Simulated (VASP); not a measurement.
# LiF (I4mm) in VASP: notebook

LiF is run at these levels: r2SCAN; tasks: single point.

All numbers are computed with VASP 6.6.1; they aren't measurements. Logs are shortened: lines on timing, memory, paths and dates and some standing lists are left out, and cuts for length are marked.

### Step 1. The cell of the first run

It takes space group I4mm (No. 107, tetragonal). Conventional cell: a = 2.848 Å, b = 2.848 Å, c = 4.028 Å, α = 90.00°, β = 90.00°, γ = 90.00°. Li (site symmetry 4mm) has 1 F at 1.51 Å within 2.0 Å. F (site symmetry 4mm) has 1 Li at 1.51 Å within 2.0 Å.

### Step 2. Single point, r2SCAN

File POSCAR:

```
LiF
1.0
    0.0000000000      2.0140000000      2.0140000000
    2.0140000000      0.0000000000      2.0140000000
    2.0140000000      2.0140000000      0.0000000000
Li F
1 1
Direct
    0.0000000000      0.0000000000      0.0000000000
    0.6241310824      0.6241310824      0.3758689176
```

File INCAR.step1:

```
SYSTEM = LiF
  ALGO = Normal
  EDIFF = 1E-4
  ENCUT = 520
  GGA = PE
  ISMEAR = 0
  LASPH = .TRUE.
  LCHARG = .FALSE.
  LREAL = .FALSE.
  LWAVE = .TRUE.
  NBANDS = 12
  NELM = 60
  PREC = Accurate
  SIGMA = 0.05
```

File INCAR.step2:

```
SYSTEM = LiF
  ALGO = Normal
  EDIFF = 1E-7
  ENCUT = 520
  ISIF = 2
  ISMEAR = 0
  ISTART = 1
  LASPH = .TRUE.
  LCHARG = .FALSE.
  LMIXTAU = .TRUE.
  LREAL = .FALSE.
  LWAVE = .FALSE.
  METAGGA = R2SCAN
  NBANDS = 12
  NELM = 60
  PREC = Accurate
  SIGMA = 0.05
```

File KPOINTS:

```
k-points
0
G
  10 10 10
  0 0 0
```

Potentials or basis: VASP PAW PBE potentials, release 64 (Li_sv, F).

Launch:

```sh
> cat potpaw_PBE.64/Li_sv/POTCAR potpaw_PBE.64/F/POTCAR > POTCAR
> cp INCAR.step1 INCAR
> mpirun -np 1 vasp_std > vasp.out
> cp INCAR.step2 INCAR
> mpirun -np 1 vasp_std > vasp.out
```

OUTCAR:

```text
SYSTEM = LiF
   EDIFF = 1E-7
   ENCUT = 520
   ISIF = 2
   ISMEAR = 0
   ISTART = 1
   LASPH = .TRUE.
   LREAL = .FALSE.
   METAGGA = R2SCAN
   NELM = 60
   PREC = Accurate

 ion  position               nearest neighbor table
   1  0.000  0.000  0.000-   2 1.51   2 2.08   2 2.08   2 2.08   2 2.08
   2  0.624  0.624  0.376-   1 1.51   1 2.08   1 2.08   1 2.08   1 2.08

  LATTYP: Found a face centered cubic cell.
 ALAT       =     4.0280000000

  Lattice vectors:

 A1 = (   0.0000000000,   2.0140000000,   2.0140000000)
 A2 = (   2.0140000000,   0.0000000000,   2.0140000000)
 A3 = (   2.0140000000,   2.0140000000,   0.0000000000)

Analysis of symmetry for initial positions (statically):
=====================================================================
 Subroutine PRICEL returns:
 Original cell was already a primitive cell.

 Routine SETGRP: Setting up the symmetry group for a
 face centered cubic supercell.

 Subroutine GETGRP returns: Found  8 space group operations
 (whereof  8 operations were pure point group operations)
 out of a pool of 48 trial point group operations.

The static configuration has the point symmetry C_4v.

Analysis of symmetry for dynamics (positions and initial velocities):
=====================================================================
 Subroutine PRICEL returns:
 Original cell was already a primitive cell.

 Routine SETGRP: Setting up the symmetry group for a
 face centered cubic supercell.

 Subroutine GETGRP returns: Found  8 space group operations
 (whereof  8 operations were pure point group operations)
 out of a pool of 48 trial point group operations.

The dynamic configuration has the point symmetry C_4v.

 Subroutine INISYM returns: Found  8 space group operations
 (whereof  8 operations are pure point group operations),
 and found     1 'primitive' translations

----------------------------------------------------------------------------------------

                                     Primitive cell

  volume of cell :      16.3384

  direct lattice vectors                    reciprocal lattice vectors
     0.000000000  2.014000000  2.014000000    -0.248262165  0.248262165  0.248262165
     2.014000000  0.000000000  2.014000000     0.248262165 -0.248262165  0.248262165
     2.014000000  2.014000000  0.000000000     0.248262165  0.248262165 -0.248262165

  length of vectors
     2.848226115  2.848226115  2.848226115     0.430002683  0.430002683  0.430002683

  position of ions in fractional coordinates (direct lattice)
     0.000000000  0.000000000  0.000000000
     0.624131082  0.624131082  0.375868918

  ion indices of the primitive-cell ions
   primitive index   ion index
                 1           1
                 2           2

----------------------------------------------------------------------------------------

 KPOINTS: k-points

Automatic generation of k-mesh.
 Grid dimensions read from file:
 generate k-points for:   10   10   10

 Generating k-lattice:

  Cartesian coordinates                     Fractional coordinates (reciprocal lattice)
    -0.024826216  0.024826216  0.024826216     0.100000000  0.000000000  0.000000000
     0.024826216 -0.024826216  0.024826216     0.000000000  0.100000000  0.000000000
     0.024826216  0.024826216 -0.024826216     0.000000000  0.000000000  0.100000000

  Length of vectors
     0.043000268  0.043000268  0.043000268

  Shift w.r.t. Gamma in fractional coordinates (k-lattice)
     0.000000000  0.000000000  0.000000000

 Subroutine IBZKPT returns following result:
 ===========================================

 Found    102 irreducible k-points:

 Following reciprocal coordinates:
            Coordinates               Weight
  0.000000  0.000000  0.000000      1.000000
  0.100000  0.000000  0.000000      8.000000
  0.200000  0.000000  0.000000      8.000000
  0.300000  0.000000  0.000000      8.000000
  0.400000  0.000000  0.000000      8.000000
  0.500000  0.000000  0.000000      4.000000
[... 16 lines left out ...]
 -0.100000  0.100000  0.000000      4.000000
  0.000000 -0.100000  0.100000      8.000000
 [... further k-points ...]
   k-points           NKPTS =    102   k-points in BZ     NKDIM =    102   number of bands    NBANDS=     12
   number of dos      NEDOS =    301   number of ions     NIONS =      2
   total plane-waves  NPLWV =  13824
   dimension x,y,z NGX =    24 NGY =   24 NGZ =   24
   dimension x,y,z NGXF=    48 NGYF=   48 NGZF=   48
   ions per type =               1   1
   NGX,Y,Z   is equivalent  to a cutoff of  14.01, 14.01, 14.01 a.u.
   NGXF,Y,Z  is equivalent  to a cutoff of  28.02, 28.02, 28.02 a.u.
 SYSTEM =  LiF
   PREC   = accura    normal or accurate (medium, high low for compatibility)
   ISTART =      1    job   : 0-new  1-cont  2-samecut
   ICHARG =      0    charge: 1-file 2-atom 10-const
   ISPIN  =      1    spin polarized calculation?
   LNONCOLLINEAR =      F non collinear calculations
   LSORBIT =      F    spin-orbit coupling
   LASPH  =      T    aspherical Exc in radial PAW
   ENCUT  =  520.0 eV  38.22 Ry    6.18 a.u.   5.30  5.30  5.30*2*pi/ulx,y,z
   NELM   =     60;   NELMIN=  2; NELMDL=  0     # of ELM steps
   EDIFF  = 0.1E-06   stopping-criterion for ELM
   LREAL  =      F    real-space projection
   EDIFFG = 0.1E-05   stopping-criterion for IOM
   NSW    =      0    number of steps for IOM
   IBRION =     -1    ionic relax: 0-MD 1-quasi-New 2-CG
   NFREE  =      0    steps in history (QN), initial steepest desc. (CG)
   ISIF   =      2    stress and relaxation
   ISYM   =      2    0-nonsym 1-usesym 2-fastsym
   POTIM  = 0.5000    time-step for ionic-motion
   TEBEG  =    0.0;   TEEND  =   0.0 temperature during run
   PSTRESS=    0.0 pullay stress
   NELECT =      10.0000    total number of electrons
   NUPDOWN=      -1.0000    fix difference up-down
   EMIN   =  10.00;   EMAX   =-10.00  energy-range for DOS
   EFERMI =   0.00;   METHOD = LEGACY
   ISMEAR =     0;   SIGMA  =   0.05  broadening in eV -4-tet -1-fermi 0-gaus
   EFERMI_NEDOS =   21; number of points for ismear=-14 and -15
   IALGO  =     38    algorithm
   IMIX   =      4    mixing-type and parameters
     AMIX     =   0.40;   BMIX     =  1.00
     AMIX_MAG =   1.60;   BMIX_MAG =  1.00
  volume/ion in A,a.u.               =       8.17        55.13
  Fermi-wavevector in a.u.,A,eV,Ry     =   1.389970  2.626662 26.286674  1.932016
  Thomas-Fermi vector in A             =   2.513950
   LORBIT       =      0    0 simple, 1 ext, 2 COOP (PROOUT), +10 PAW based schemes
   METAGGA = R2SCAN    functional components
   LHFCALC =     F    Hartree Fock is set to
   AEXX    =    0.0000 exact exchange contribution
   IVDW    =     0    specifies the selected vdW correction
   LEPSILON=     F    determine dielectric tensor
   LRPA    =     F    only Hartree local field effects (RPA)
 non-spin polarized calculation
 Gauss-broadening in eV      SIGMA  =   0.05
  energy-cutoff  :      520.00
  volume of cell :       16.34
 maximum number of plane-waves:       459
 NGX is ok and might be reduce to    24
   NGX = 11   NGY = 11   NGZ = 11

 number of electron       9.9999992 magnetization

 Free energy of the ion-electron system (eV)
  ---------------------------------------------------
  ext. energy  EPLUGINS =         0.00000000
  ---------------------------------------------------
  free energy    TOTEN  =       -11.34439673 eV

  energy without entropy =      -11.34439673  energy(sigma->0) =      -11.34439673

 E-fermi :  -1.5030     XC(G=0): -10.4279

 val. band max:       -1.7245684832   @ k =   0.0000   0.0000   0.0000
 cond. band min:       8.0836039443   @ k =   0.0000   0.0000   0.0000
 fundamental gap:      9.8081724275
 Fermi energy:        -1.5030153222

 k-point     1 :       0.0000    0.0000    0.0000
  band No.  band energies     occupation
      1     -43.6047      2.00000
      2     -22.7951      2.00000
      3      -2.0657      2.00000
      4      -1.7246      2.00000
      5      -1.7246      2.00000
      6       8.0836      0.00000
      7      21.3806      0.00000
      8      21.3810      0.00000
      9      24.2129      0.00000
     10      26.3742      0.00000
     11      26.4160      0.00000
     12      27.3544      0.00000

 k-point     2 :       0.1000    0.0000    0.0000
  band No.  band energies     occupation
      1     -43.5980      2.00000
      2     -22.7652      2.00000
      3      -2.2448      2.00000
      4      -1.8412      2.00000
      5      -1.7540      2.00000
      6       8.3811      0.00000
      7      20.2151      0.00000
      8      21.2565      0.00000
      9      23.7203      0.00000
     10      25.1350      0.00000
     11      26.8478      0.00000
     12      27.2526      0.00000

 k-point     3 :       0.2000    0.0000    0.0000
  band No.  band energies     occupation
      1     -43.5808      2.00000
      2     -22.6867      2.00000
      3      -2.8189      2.00000
      4      -1.9913      2.00000
      5      -1.8297      2.00000
      6       9.0952      0.00000
      7      18.1264      0.00000
      8      20.7227      0.00000
      9      22.6416      0.00000
     10      25.2600      0.00000
     11      26.8177      0.00000
     12      28.3568      0.00000
[... 286 lines left out ...]
 k-point    23 :      -0.1000    0.1000    0.0000
  band No.  band energies     occupation
      1     -43.5889      2.00000
      2     -22.7097      2.00000
      3      -2.6275      2.00000
      4      -2.0126      2.00000
      5      -1.7461      2.00000
      6       8.9295      0.00000
      7      19.2089      0.00000
      8      21.2898      0.00000
      9      21.6912      0.00000
     10      25.4707      0.00000
     11      26.5641      0.00000
     12      28.9555      0.00000

 k-point    24 :       0.0000   -0.1000    0.1000
  band No.  band energies     occupation
      1     -43.5876      2.00000
      2     -22.7239      2.00000
      3      -2.4931      2.00000
      4      -1.9352      2.00000
      5      -1.8736      2.00000
      6       8.7830      0.00000
      7      18.8427      0.00000
      8      20.8632      0.00000
      9      23.8359      0.00000
     10      23.9433      0.00000
     11      27.3399      0.00000
     12      27.9577      0.00000

 [... further k-points ...]

------------------------ aborting loop because EDIFF is reached ----------------------------------------

  FORCE on cell =-STRESS in cart. coord.  units (eV):
  Direction    XX          YY          ZZ          XY          YZ          ZX
  --------------------------------------------------------------------------------------
  -------------------------------------------------------------------------------------
  Total       -0.4569574     -0.4569574      5.3955011      0.0000000      0.0000000      0.0000000
  in kB      -44.8103035    -44.8103035    529.0953847      0.0000000      0.0000000      0.0000000
  external PRESSURE =     146.4915925 kB  Pullay stress =       0.0000000 kB

 VOLUME and BASIS-vectors are now :
 -----------------------------------------------------------------------------
  energy-cutoff  :      520.00
  volume of cell :       16.34
      direct lattice vectors                 reciprocal lattice vectors
     0.000000000  2.014000000  2.014000000    -0.248262165  0.248262165  0.248262165
     2.014000000  0.000000000  2.014000000     0.248262165 -0.248262165  0.248262165
     2.014000000  2.014000000  0.000000000     0.248262165  0.248262165 -0.248262165

 POSITION                                       TOTAL-FORCE (eV/Angst)
 -----------------------------------------------------------------------------------
      0.00000      0.00000      0.00000         0.000000      0.000000      3.848225
      2.01400      2.01400      2.51400         0.000000      0.000000     -3.848225
 -----------------------------------------------------------------------------------
    total drift:                               -0.000005     -0.000005     -0.030610

  FREE ENERGIE OF THE ION-ELECTRON SYSTEM (eV)
  ---------------------------------------------------
  free  energy   TOTEN  =       -11.3443967319 eV

  energy  without entropy=      -11.3443967319  energy(sigma->0) =      -11.34439673
```

It took 1.7 min on 1 thread of Intel Xeon 8259CL, shared host; peak memory 0.14 GiB.

What came out:

| Quantity | Value |
| --- | --- |
| Free energy | -11.3444 eV |
| Largest force | 3.848 eV/Å |
| Band gap on the k mesh | 9.81 eV, direct |

Forces on the atoms (eV/Å):
```
Li   0.000  0.000  3.848
F    0.000  0.000 -3.848
```

Caveat: the cell differs from its parent crystal (all F atoms moved -0.500 Å, as atom 2 towards its neighbour atom 1 (Li) at 2.014 Å); the cutoff is under 1.25 times the usual one of these potentials, so pressure, stress and relaxed cells hold a basis-set (Pulay) error; the PAW data sets were made with another functional, which shifts forces and pressure a little. A k mesh can miss the band edges.

### Step 3. Single point, r2SCAN

Edit POSCAR of step 2 so:

```diff
@@ -9,2 +9,2 @@
     0.0000000000      0.0000000000      0.0000000000
-    0.6241310824      0.6241310824      0.3758689176
+    0.4069016882      0.4069016882      0.5930983118
```

File INCAR.step1:

```
PREC = Accurate ; ENCUT = 520
ISMEAR = 0 ; SIGMA = 0.05
LREAL = F ; LASPH = T
NELM = 80 ; NBANDS = 12
GGA = PE ; ALGO = Normal
EDIFF = 1E-4 ; LWAVE = T
LCHARG = F
```

File INCAR.step2:

```
PREC = Accurate ; ENCUT = 520
EDIFF = 1E-6 ; ISMEAR = 0
SIGMA = 0.05 ; LREAL = F
LASPH = T ; NELM = 80
ALGO = Normal ; ISIF = 2
LWAVE = F ; LCHARG = F
METAGGA = R2SCAN ; LMIXTAU = T
NBANDS = 12 ; ISTART = 1
```

File KPOINTS:

```
regular mesh
0
Gamma
  10 10 10
```

Potentials or basis: VASP PAW PBE potentials, release 64 (Li_sv, F).

Launch:

```sh
> cat potpaw_PBE.64/Li_sv/POTCAR potpaw_PBE.64/F/POTCAR > POTCAR
> cp INCAR.step1 INCAR
> mpirun -np 1 vasp_std > vasp.out
> cp INCAR.step2 INCAR
> mpirun -np 1 vasp_std > vasp.out
```

OUTCAR:

```text
PREC = Accurate
   ENCUT = 520
   EDIFF = 1E-6
   ISMEAR = 0
   LREAL = F
   LASPH = T
   NELM = 80
   ISIF = 2
   METAGGA = R2SCAN
   ISTART = 1

 ion  position               nearest neighbor table
   1  0.000  0.000  0.000-   2 1.64   2 2.05   2 2.05   2 2.05   2 2.05
   2  0.407  0.407  0.593-   1 1.64   1 2.05   1 2.05   1 2.05   1 2.05

  LATTYP: Found a face centered cubic cell.
 ALAT       =     4.0280000000

  Lattice vectors:

 A1 = (   0.0000000000,   2.0140000000,   2.0140000000)
 A2 = (   2.0140000000,   0.0000000000,   2.0140000000)
 A3 = (   2.0140000000,   2.0140000000,   0.0000000000)

Analysis of symmetry for initial positions (statically):
=====================================================================
 Subroutine PRICEL returns:
 Original cell was already a primitive cell.

 Routine SETGRP: Setting up the symmetry group for a
 face centered cubic supercell.

 Subroutine GETGRP returns: Found  8 space group operations
 (whereof  8 operations were pure point group operations)
 out of a pool of 48 trial point group operations.

[... 166 lines left out ...]
 cond. band min:       8.3130822793   @ k =   0.0000   0.0000   0.0000
 fundamental gap:      9.9897899039
 Fermi energy:        -1.3351573299

 k-point     1 :       0.0000    0.0000    0.0000
  band No.  band energies     occupation
      1     -43.6111      2.00000
      2     -22.7808      2.00000
      3      -1.8963      2.00000
      4      -1.6767      2.00000
      5      -1.6767      2.00000
      6       8.3131      0.00000
      7      21.9491      0.00000
      8      21.9496      0.00000
      9      24.0563      0.00000
     10      25.5406      0.00000
     11      26.5726      0.00000
     12      26.5728      0.00000
[... 331 lines left out ...]
 k-point    24 :       0.0000   -0.1000    0.1000
  band No.  band energies     occupation
      1     -43.5954      2.00000
      2     -22.6980      2.00000
      3      -2.3820      2.00000
      4      -1.8880      2.00000
      5      -1.7890      2.00000
      6       9.0126      0.00000
      7      19.0608      0.00000
      8      21.0871      0.00000
      9      23.1399      0.00000
     10      24.0869      0.00000
     11      26.8589      0.00000
     12      27.8529      0.00000

 [... further k-points ...]
[... 5 lines left out ...]
  --------------------------------------------------------------------------------------
  -------------------------------------------------------------------------------------
  Total       -0.4221074     -0.4221074      2.3716242      0.0000000     -0.0000000      0.0000000
  in kB      -41.3928292    -41.3928292    232.5669797      0.0000000     -0.0000000      0.0000000
  external PRESSURE =      49.9271071 kB  Pullay stress =       0.0000000 kB

 VOLUME and BASIS-vectors are now :
 -----------------------------------------------------------------------------
  energy-cutoff  :      520.00
  volume of cell :       16.34
      direct lattice vectors                 reciprocal lattice vectors
     0.000000000  2.014000000  2.014000000    -0.248262165  0.248262165  0.248262165
     2.014000000  0.000000000  2.014000000     0.248262165 -0.248262165  0.248262165
     2.014000000  2.014000000  0.000000000     0.248262165  0.248262165 -0.248262165

 POSITION                                       TOTAL-FORCE (eV/Angst)
 -----------------------------------------------------------------------------------
      0.00000      0.00000      0.00000         0.000000      0.000000     -1.729789
      2.01400      2.01400      1.63900         0.000000      0.000000      1.729789
 -----------------------------------------------------------------------------------
    total drift:                                0.000003      0.000003      0.024338

  FREE ENERGIE OF THE ION-ELECTRON SYSTEM (eV)
  ---------------------------------------------------
  free  energy   TOTEN  =       -11.6798249011 eV

  energy  without entropy=      -11.6798249011  energy(sigma->0) =      -11.67982490
```

OSZICAR.step1:

```text
N       E                     dE             d eps       ncg     rms          rms(c)
DAV:   1     0.315301526492E+02    0.31530E+02   -0.54524E+03  2496   0.851E+02
DAV:   2    -0.890542948480E+01   -0.40436E+02   -0.39640E+02  2976   0.188E+02
DAV:   3    -0.100031786119E+02   -0.10977E+01   -0.10953E+01  3208   0.275E+01
DAV:   4    -0.100144751824E+02   -0.11297E-01   -0.11296E-01  2744   0.304E+00
DAV:   5    -0.100146284414E+02   -0.15326E-03   -0.15326E-03  3088   0.265E-01    0.484E+00
DAV:   6    -0.941221492647E+01    0.60241E+00   -0.28011E+00  2656   0.106E+01    0.143E+00
DAV:   7    -0.941787013294E+01   -0.56552E-02   -0.24684E-02  3004   0.142E+00    0.901E-01
DAV:   8    -0.942632190700E+01   -0.84518E-02   -0.18644E-02  2848   0.144E+00    0.128E-01
DAV:   9    -0.942631772494E+01    0.41821E-05   -0.17695E-03  2940   0.364E-01    0.554E-02
DAV:  10    -0.942639799121E+01   -0.80266E-04   -0.20662E-04  2804   0.113E-01
   1 F= -.94263980E+01 E0= -.94263980E+01  d E =-.170261E-29
```

Wall time 1.9 min (1 thread of Intel Xeon 8259CL, shared host); peak memory 0.15 GiB.

What came out:

| Item | Value |
| --- | --- |
| Free energy | -11.6798 eV |
| Largest force | 1.730 eV/Å |
| Band gap on the k mesh | 9.99 eV, direct |

Forces in eV/Å, atoms in the order of the input:
```
Li   0.000  0.000 -1.730
F    0.000  0.000  1.730
```

Caveat: the cell differs from its parent crystal (all F atoms moved +0.375 Å, as atom 2 towards its neighbour atom 1 (Li) at 2.014 Å); the cutoff is under 1.25 times the usual one of these potentials, so pressure, stress and relaxed cells hold a basis-set (Pulay) error; the PAW data sets were made with another functional, which shifts forces and pressure a little. A k mesh can miss the band edges.

(Part 1 of 2 ends here.)
